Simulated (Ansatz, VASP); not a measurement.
**Si in VASP and in Ansatz**

```
CELL_PARAMETERS angstrom
-3.27742 3.27742 1.86422
3.27742 -3.27742 1.86422
3.27742 3.27742 -1.86422
ATOMIC_POSITIONS crystal
Si 0.17875 0.17875 0.35751
Si 0.82125 0.82125 0.64249
Si 0.17875 0.82125 0.00000
Si 0.82125 0.17875 0.00000
```

Change from the starting cell: strain -0.015 along x and y, -0.030 along z, atoms carried along.

Alike in both runs: task single point; functional r2SCAN; k mesh 10 × 10 × 10; occupations gaussian, width 0.05 eV; no spin polarisation.

|  | VASP | Ansatz |
| --- | --- | --- |
| version | VASP 6.6.1 | Ansatz 0.2.0 |
| potentials or method | VASP PAW PBE potentials, release 64 (Si), cutoff 520 eV | scalar-relativistic, plane waves, PAW |
| valence electrons in the cell | 16 | 16 |

Ansatz gave:

* gap on the k mesh at the Fermi level (eV): 0.32
* least direct gap on the mesh (eV): 0.72
* pressure (GPa): 6.3
* traceless stress, the component that is largest in VASP (GPa): 2.53
* rms of the force components (eV/Å): 0.069

**Question.** Estimate VASP's values.

**Answer.** gap on the k mesh at the Fermi level (eV): 0.33; least direct gap on the mesh (eV): 0.73; pressure (GPa): 6.0; traceless stress, the component that is largest in VASP (GPa): 2.50; rms of the force components (eV/Å): 0.068.

VASP's potentials were made for PBE, not for r2SCAN. Atom by atom the forces differ by 0.001 eV/Å (rms over components). The functional is the same, so the differences come from potentials, cutoffs and numerics.
